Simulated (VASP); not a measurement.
# C in VASP: single point with PBE+D3(BJ)

Aim: the single point of C with PBE+D3(BJ).

Everything below comes from runs of VASP 6.6.1. Logs are shortened: lines on timing, memory, paths and dates and some standing lists are left out, and cuts for length are marked.

### Step 1. The cell of the first run

The cell holds a slab with vacuum, 4 atoms: a = 2.466 Å, b = 2.466 Å, c = 17.500 Å, α = 90.00°, β = 90.00°, γ = 120.00°.

### Step 2. Single point, PBE+D3(BJ)

Input file INCAR:

```
PREC = Accurate ; ENCUT = 520
EDIFF = 1E-6 ; ISMEAR = 0
SIGMA = 0.1 ; LREAL = False
LASPH = True ; NELM = 100
ALGO = Normal ; ISIF = 2
LWAVE = False ; LCHARG = True
LDIPOL = True ; IDIPOL = 3
DIPOL = 0.5 0.5 0.359 ; GGA = PE
IVDW = 12 ; LELF = True
LVHAR = True ; LVACPOTAV = True
NBANDS = 16
```

Input file KPOINTS:

```
regular mesh
0
Gamma
  15 15 1
```

Input file POSCAR:

```
C
1.0
    2.4656524409      0.0000000000      0.0000000000
   -1.2328262205      2.1353176508      0.0000000000
    0.0000000000      0.0000000000     17.5000663883
C
4
Direct
    0.6666666667      0.3333333333      0.2571437784
    0.3333333333      0.6666666667      0.2571418816
    0.6666666667      0.5000000000      0.4605734749
    1.0000000000      0.1666666667      0.4605715781
```

Potentials or basis: VASP PAW PBE potentials, release 64 (C).

Command:

```bash
$ cat potpaw_PBE.64/C/POTCAR > POTCAR
$ mpirun -np 1 vasp_std > vasp.out
```

OUTCAR:

```text
PREC = Accurate
   ENCUT = 520
   EDIFF = 1E-6
   ISMEAR = 0
   LREAL = False
   LASPH = True
   NELM = 100
   ISIF = 2
   GGA = PE
   IVDW = 12
 IVDW          = 12

 ion  position               nearest neighbor table
   1  0.667  0.333  0.257-   2 1.42   2 1.42   2 1.42
   2  0.333  0.667  0.257-   1 1.42   1 1.42   1 1.42
   3  0.667  0.500  0.461-   4 1.42   4 1.42   4 1.42
   4  0.000  0.167  0.461-   3 1.42   3 1.42   3 1.42

  LATTYP: Found a hexagonal cell.
 ALAT       =     2.4656524409
 C/A-ratio  =     7.0975398227

  Lattice vectors:

 A1 = (   2.4656524409,   0.0000000000,   0.0000000000)
 A2 = (  -1.2328262205,   2.1353176508,   0.0000000000)
 A3 = (   0.0000000000,   0.0000000000,  17.5000663883)

Analysis of symmetry for initial positions (statically):
=====================================================================
 Subroutine PRICEL returns:
 Original cell was already a primitive cell.

 Routine SETGRP: Setting up the symmetry group for a
 hexagonal supercell.

 Subroutine GETGRP returns: Found  2 space group operations
 (whereof  1 operations were pure point group operations)
 out of a pool of 24 trial point group operations.

The static configuration has the point symmetry C_1 .
 The point group associated with its full space group is S_2 .

Analysis of symmetry for dynamics (positions and initial velocities):
=====================================================================
 Subroutine PRICEL returns:
 Original cell was already a primitive cell.

 Routine SETGRP: Setting up the symmetry group for a
 hexagonal supercell.

 Subroutine GETGRP returns: Found  2 space group operations
 (whereof  1 operations were pure point group operations)
 out of a pool of 24 trial point group operations.

The dynamic configuration has the point symmetry C_1 .
 The point group associated with its full space group is S_2 .

 Subroutine INISYM returns: Found  2 space group operations
 (whereof  1 operations are pure point group operations),
 and found     1 'primitive' translations

----------------------------------------------------------------------------------------

                                     Primitive cell

  volume of cell :      92.1370

  direct lattice vectors                    reciprocal lattice vectors
     2.465652441  0.000000000  0.000000000     0.405572166  0.234157199  0.000000000
    -1.232826221  2.135317651  0.000000000     0.000000000  0.468314398  0.000000000
     0.000000000  0.000000000 17.500066388     0.000000000  0.000000000  0.057142640

  length of vectors
     2.465652441  2.465652441 17.500066388     0.468314398  0.468314398  0.057142640

  position of ions in fractional coordinates (direct lattice)
     0.666666667  0.333333333  0.257143778
     0.333333333  0.666666667  0.257141882
     0.666666667  0.500000000  0.460573475
     0.000000000  0.166666667  0.460571578

  ion indices of the primitive-cell ions
   primitive index   ion index
                 1           1
                 2           2
                 3           3
                 4           4

----------------------------------------------------------------------------------------

 KPOINTS: regular mesh

Automatic generation of k-mesh.
 Grid dimensions read from file:
 generate k-points for:   15   15    1

 Generating k-lattice:

  Cartesian coordinates                     Fractional coordinates (reciprocal lattice)
     0.027038144  0.015610480  0.000000000     0.066666667  0.000000000  0.000000000
     0.000000000  0.031220960  0.000000000     0.000000000  0.066666667  0.000000000
     0.000000000  0.000000000  0.057142640     0.000000000  0.000000000  1.000000000

  Length of vectors
     0.031220960  0.031220960  0.057142640

  Shift w.r.t. Gamma in fractional coordinates (k-lattice)
     0.000000000  0.000000000  0.000000000

 Subroutine IBZKPT returns following result:
 ===========================================

 Found    113 irreducible k-points:

 Following reciprocal coordinates:
            Coordinates               Weight
  0.000000  0.000000  0.000000      1.000000
  0.066667  0.000000  0.000000      2.000000
  0.000000  0.066667  0.000000      2.000000
 -0.066667  0.066667  0.000000      2.000000
  0.133333 -0.000000  0.000000      2.000000
  0.000000  0.133333  0.000000      2.000000
[... 16 lines left out ...]
  0.066667  0.066667  0.000000      2.000000
 -0.066667  0.133333  0.000000      2.000000
 [... further k-points ...]
   k-points           NKPTS =    113   k-points in BZ     NKDIM =    113   number of bands    NBANDS=     16
   number of dos      NEDOS =    301   number of ions     NIONS =      4
   total plane-waves  NPLWV =  45360
   dimension x,y,z NGX =    18 NGY =   18 NGZ =  140
   dimension x,y,z NGXF=    36 NGYF=   36 NGZF=  280
   ions per type =               4
   NGX,Y,Z   is equivalent  to a cutoff of  12.14, 12.14, 13.30 a.u.
   NGXF,Y,Z  is equivalent  to a cutoff of  24.27, 24.27, 26.60 a.u.
 SYSTEM =  unknown system
   PREC   = accura    normal or accurate (medium, high low for compatibility)
   ISTART =      0    job   : 0-new  1-cont  2-samecut
   ICHARG =      2    charge: 1-file 2-atom 10-const
   ISPIN  =      1    spin polarized calculation?
   LNONCOLLINEAR =      F non collinear calculations
   LSORBIT =      F    spin-orbit coupling
   LASPH  =      T    aspherical Exc in radial PAW
   ENCUT  =  520.0 eV  38.22 Ry    6.18 a.u.   4.58  4.58 32.54*2*pi/ulx,y,z
   NELM   =    100;   NELMIN=  2; NELMDL= -5     # of ELM steps
   EDIFF  = 0.1E-05   stopping-criterion for ELM
   LREAL  =      F    real-space projection
   EDIFFG = 0.1E-04   stopping-criterion for IOM
   NSW    =      0    number of steps for IOM
   IBRION =     -1    ionic relax: 0-MD 1-quasi-New 2-CG
   NFREE  =      0    steps in history (QN), initial steepest desc. (CG)
   ISIF   =      2    stress and relaxation
   ISYM   =      2    0-nonsym 1-usesym 2-fastsym
   POTIM  = 0.5000    time-step for ionic-motion
   TEBEG  =    0.0;   TEEND  =   0.0 temperature during run
   PSTRESS=    0.0 pullay stress
   NELECT =      16.0000    total number of electrons
   NUPDOWN=      -1.0000    fix difference up-down
   EMIN   =  10.00;   EMAX   =-10.00  energy-range for DOS
   EFERMI =   0.00;   METHOD = LEGACY
   ISMEAR =     0;   SIGMA  =   0.10  broadening in eV -4-tet -1-fermi 0-gaus
   EFERMI_NEDOS =   21; number of points for ismear=-14 and -15
   IALGO  =     38    algorithm
   IMIX   =      4    mixing-type and parameters
     AMIX     =   0.40;   BMIX     =  1.00
     AMIX_MAG =   1.60;   BMIX_MAG =  1.00
  volume/ion in A,a.u.               =      23.03       155.44
  Fermi-wavevector in a.u.,A,eV,Ry     =   0.913349  1.725980 11.350070  0.834207
  Thomas-Fermi vector in A             =   2.037850
   LORBIT       =      0    0 simple, 1 ext, 2 COOP (PROOUT), +10 PAW based schemes
   GGA     = PE    functional components
   LHFCALC =     F    Hartree Fock is set to
   AEXX    =    0.0000 exact exchange contribution
   IVDW    =    12    specifies the selected vdW correction
   LEPSILON=     F    determine dielectric tensor
   LRPA    =     F    only Hartree local field effects (RPA)
 non-spin polarized calculation
 Gauss-broadening in eV      SIGMA  =   0.10
  energy-cutoff  :      520.00
  volume of cell :       92.14
 maximum number of plane-waves:      2516
   NGX =  9   NGY =  9   NGZ = 65

 dipolmoment           0.000000      0.000000      0.000033 electrons x Angstroem

 number of electron      15.9999998 magnetization

 dipolmoment           0.000000      0.000000     -0.000259 electrons x Angstroem

 Free energy of the ion-electron system (eV)
  ---------------------------------------------------
  ext. energy  EPLUGINS =         0.00000000
  ---------------------------------------------------
  free energy    TOTEN  =       -36.88783199 eV

  energy without entropy =      -36.88728042  energy(sigma->0) =      -36.88755621

 E-fermi :  -0.8274     XC(G=0):  -4.4698

 val. band max:       -0.9052676921   @ k =   0.3333   0.3333   0.0000
 cond. band min:      -0.7496118537   @ k =   0.3333   0.3333   0.0000
 fundamental gap:      0.1556558384
 Fermi energy:        -0.8273952531

 k-point     1 :       0.0000    0.0000    0.0000
  band No.  band energies     occupation
      1     -20.3903      2.00000
      2     -20.2968      2.00000
      3      -8.7921      2.00000
      4      -8.0763      2.00000
      5      -3.8657      2.00000
      6      -3.8638      2.00000
[... 8 lines left out ...]
     15       7.4892      0.00000
     16       7.4947      0.00000

 k-point     2 :       0.0667    0.0000    0.0000
  band No.  band energies     occupation
      1     -20.2850      2.00000
      2     -20.1920      2.00000
      3      -8.6652      2.00000
      4      -7.9526      2.00000
      5      -4.2903      2.00000
      6      -4.2814      2.00000
[... 8 lines left out ...]
     15       7.5550      0.00000
     16       7.9392      0.00000

 k-point     3 :       0.0000    0.0667    0.0000
  band No.  band energies     occupation
      1     -20.2850      2.00000
      2     -20.1920      2.00000
      3      -8.6653      2.00000
      4      -7.9525      2.00000
      5      -4.2897      2.00000
      6      -4.2822      2.00000
[... 8 lines left out ...]
     15       7.5506      0.00000
     16       7.9316      0.00000
[... 362 lines left out ...]
 k-point    23 :       0.0667    0.0667    0.0000
  band No.  band energies     occupation
      1     -20.0746      2.00000
      2     -19.9829      2.00000
      3      -8.4125      2.00000
      4      -7.7061      2.00000
      5      -5.0127      2.00000
      6      -5.0082      2.00000
[... 8 lines left out ...]
     15       7.7324      0.00000
     16       8.7181      0.00000

 k-point    24 :      -0.0667    0.1333    0.0000
  band No.  band energies     occupation
      1     -20.0746      2.00000
      2     -19.9829      2.00000
      3      -8.4124      2.00000
      4      -7.7062      2.00000
      5      -5.0146      2.00000
      6      -5.0061      2.00000
[... 8 lines left out ...]
     15       7.7376      0.00000
     16       8.7183      0.00000

 [... further k-points ...]

------------------------ aborting loop because EDIFF is reached ----------------------------------------

 Edisp (eV)   -0.46039

 E8    (eV) :    -0.1368

  FORCE on cell =-STRESS in cart. coord.  units (eV):
  Direction    XX          YY          ZZ          XY          YZ          ZX
  --------------------------------------------------------------------------------------
  -------------------------------------------------------------------------------------
  Total       0.14534     0.12299    -0.14127    -0.00424    -0.00886     0.01490
  in kB       2.52741     2.13877    -2.45660    -0.07366    -0.15408     0.25917
  external pressure =        0.74 kB  Pullay stress =        0.00 kB

 VOLUME and BASIS-vectors are now :
 -----------------------------------------------------------------------------
  energy-cutoff  :      520.00
  volume of cell :       92.14
      direct lattice vectors                 reciprocal lattice vectors
     2.465652441  0.000000000  0.000000000     0.405572166  0.234157199  0.000000000
    -1.232826221  2.135317651  0.000000000     0.000000000  0.468314398  0.000000000
     0.000000000  0.000000000 17.500066388     0.000000000  0.000000000  0.057142640

 POSITION                                       TOTAL-FORCE (eV/Angst)
 -----------------------------------------------------------------------------------
      1.23283      0.71177      4.50003        -0.002106      0.001971      0.020030
     -0.00000      1.42355      4.50000        -0.002079      0.000516      0.012497
      1.02736      1.06766      8.06007         0.002106     -0.001971     -0.020030
     -0.20547      0.35589      8.06003         0.002079     -0.000516     -0.012497
 -----------------------------------------------------------------------------------
    total drift:                               -0.000000      0.000003     -0.059203

  FREE ENERGIE OF THE ION-ELECTRON SYSTEM (eV)
  ---------------------------------------------------
  free  energy   TOTEN  =       -37.3482260662 eV

  energy  without entropy=      -37.3476744981  energy(sigma->0) =      -37.34795028

 vacuum level on the upper side and lower side of the slab         3.432         3.441
```

Run time: 2.3 min. Hardware: 1 thread of Intel Xeon 6975P-C (Granite Rapids), shared host; peak memory 0.26 GiB.

What came out:

| Property | Result |
| --- | --- |
| Free energy | -37.3482 eV |
| Largest force | 0.020 eV/Å |
| Band gap on the k mesh | 0.16 eV, direct |
| Dispersion energy per atom | -0.115 eV |

Forces on the atoms (eV/Å):
```
C   -0.002  0.002  0.020
C   -0.002  0.001  0.012
C    0.002 -0.002 -0.020
C    0.002 -0.001 -0.012
```
